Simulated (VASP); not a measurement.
SiO2:

```
CELL_PARAMETERS angstrom
5.06052 0.00000 0.00000
-2.53026 4.38254 0.00000
0.00000 0.00000 5.54135
ATOMIC_POSITIONS crystal
Si 0.00000 0.50000 0.33333
Si 0.50000 0.50000 0.66667
Si 0.50000 0.00000 0.00000
O 0.58279 0.79139 0.83333
O 0.79139 0.58279 0.50000
O 0.79139 0.20861 0.16667
O 0.41721 0.20861 0.83333
O 0.20861 0.41721 0.50000
O 0.20861 0.79139 0.16667
```

```yaml
Program: VASP 6.6.1
Task: relaxation of cell and atoms
Functional: PBE
Potentials_or_basis: VASP PAW PBE potentials, release 64 (Si, O)
Cutoff: 600 eV
k_mesh: 1 × 1 × 1
Occupations: gaussian, width 0.02 eV
Spin: no spin polarisation
```

At the start: pressure 4.1 GPa; volume 13.66 Å³/atom.

Task: How do energy, volume and symmetry change on relaxing?

Result: Over 13 steps the energy falls by 23.1 meV/atom and the volume is 13.60 Å³/atom (-0.4 %); space group P6_422 (No. 181, to 0.05 Å).

Step by step:
| step | energy change (eV) | largest force (eV/Å) | pressure (GPa) | volume (Å³) |
| --- | --- | --- | --- | --- |
| 1 | 0.0000 | 0.8708 | 4.08 | 122.90 |
| 2 | -0.0595 | 0.0320 | -6.87 | 129.18 |
| 3 | -0.1187 | 0.3322 | -2.71 | 126.53 |
| 4 | -0.1917 | 0.1349 | -1.26 | 124.27 |
| 5 | -0.2039 | 0.0073 | -0.37 | 122.93 |
| 6 | -0.2039 | 0.0004 | -0.32 | 122.86 |
| 7 | -0.2053 | 0.0498 | 0.42 | 122.38 |
| 8 | -0.2053 | 0.0481 | 0.39 | 122.40 |
| 9 | -0.2065 | 0.0426 | 0.24 | 122.47 |
| 10 | -0.2076 | 0.0333 | -0.02 | 122.59 |
| 11 | -0.2076 | 0.0316 | -0.07 | 122.62 |
| 12 | -0.2079 | 0.0210 | -0.05 | 122.54 |
| 13 | -0.2080 | 0.0007 | 0.00 | 122.40 |

Final structure:
```
Si O
1.0
     5.07984    0.00000    0.00000
    -2.53992    4.39927    0.00000
     0.00000    0.00000    5.47691
Si O
3 6
Direct
  0.00000 0.50000 0.33333
  0.50000 0.50000 0.66667
  0.50000 0.00000 0.00000
  0.59962 0.79981 0.83333
  0.79981 0.59962 0.50000
  0.79981 0.20019 0.16667
  0.40038 0.20019 0.83333
  0.20019 0.40038 0.50000
  0.20019 0.79981 0.16667
```

Caveat: the k points lie up to 1.43 Å⁻¹ apart in the final cell.
